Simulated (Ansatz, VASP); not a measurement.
# S in VASP and in Ansatz

The input INCAR:

```
PREC = Accurate ; ENCUT = 600
EDIFF = 1E-7 ; ISMEAR = 0
SIGMA = 0.1 ; LREAL = F
LASPH = T ; NELM = 100
ALGO = Normal ; ISIF = 3
LWAVE = F ; LCHARG = F
GGA = PE ; IVDW = 12
IBRION = 2 ; NSW = 100
EDIFFG = -0.05
```

KPOINTS

```
Automatic mesh
0
Gamma
  4 4 6
```

The input POSCAR:

```
S
1.0
    5.6780537900      0.0000000000      0.0000000000
    0.0000000000      5.6780537900      0.0000000000
    0.0000000000      0.0000000000      2.9496155800
S
4
Direct
    0.8833913800      0.8833913800      0.5000000000
    0.1166086200      0.1166086200      0.5000000000
    0.3833913800      0.6166086200      0.0000000000
    0.6166086200      0.3833913800      0.0000000000
```

Input for Ansatz:

```yaml
crystal:
  lattice:
    - [5.67805379, 0.0, 0.0]
    - [0.0, 5.67805379, 0.0]
    - [0.0, 0.0, 2.94961558]
  atoms:
    - { symbol: S, position: [0.88339138, 0.88339138, 0.5] }
    - { symbol: S, position: [0.11660862, 0.11660862, 0.5] }
    - { symbol: S, position: [0.38339138, 0.61660862, 0.0] }
    - { symbol: S, position: [0.61660862, 0.38339138, 0.0] }
basis:
  ecutwfc: 420
kpoints:
  mp_grid: { grid: [4, 4, 6] }
hamiltonian:
  xc: pbe
  dispersion: d3bj
scf:
  occupations: { method: gaussian, width: 0.1 }
output:
  forces: true
  stress: true
  eigenvalues: true
relax:
  adjacent_minimum: "off"
  f_tol: 0.05
  max_steps: 80
  cell: { stress_tol: 0.5 }
```

Alike in both runs: task relaxation of cell and atoms; functional PBE; dispersion D3(BJ); k mesh 4 × 4 × 6; occupations gaussian, width 0.1 eV; no spin polarisation.

|  | VASP | Ansatz |
| --- | --- | --- |
| version | VASP 6.6.1 | Ansatz 0.2.0 |
| potentials or method | VASP PAW PBE potentials, release 64 (S), cutoff 600 eV | scalar-relativistic, plane waves, PAW |
| valence electrons in the cell | 24 | 24 |

Ansatz gave:

```
gap on the k mesh at the Fermi level, each at its own relaxed structure (eV) : none
relaxed volume (Å³/atom)                                                     : 22.19
relaxed cell length with the largest relative difference (Å)                 : 2.937
```

Estimate VASP's values.

gap on the k mesh at the Fermi level, each at its own relaxed structure (eV): none; relaxed volume (Å³/atom): 22.17; relaxed cell length with the largest relative difference (Å): 2.932.

A gap of «none» marks a metal or a gap that the smearing closes.
